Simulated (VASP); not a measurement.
A run of VASP 6.6.1 is set up as follows.

File INCAR:

```
PREC = Accurate ; ENCUT = 520
EDIFF = 1E-6 ; ISMEAR = -1
SIGMA = 0.1 ; LREAL = F
LASPH = T ; NELM = 100
ALGO = Normal ; ISIF = 2
LWAVE = F ; LCHARG = F
GGA = PE ; NBANDS = 19
```

File KPOINTS:

```
regular mesh
0
Gamma
  9 9 4
```

Contents of POSCAR:

```
Cd
1.0
    2.8972156768      0.0000000000      0.0000000000
   -1.4486078384      2.5090622843      0.0000000000
    0.0000000000      0.0000000000      5.4636636196
Cd
2
Direct
    0.3333333333      0.6666666667      0.2500000000
    0.6666666667      0.3333333333      0.7500000000
```

Potentials or basis: VASP PAW PBE potentials, release 64 (Cd).

The run is started by

```bash
$ cat potpaw_PBE.64/Cd/POTCAR > POTCAR
$ mpirun -np 1 vasp_std > vasp.out
```

What does it give for the band gap on the k mesh?

Zero (band 12 reaches 4.67 eV, above the bottom of band 13 at 0.65 eV).

Estimate the pressure.

10.1 GPa.

Stress tensor (GPa, compression positive):
```
10.90  0.00  0.00
 0.00 10.90  0.00
 0.00  0.00  8.46
```
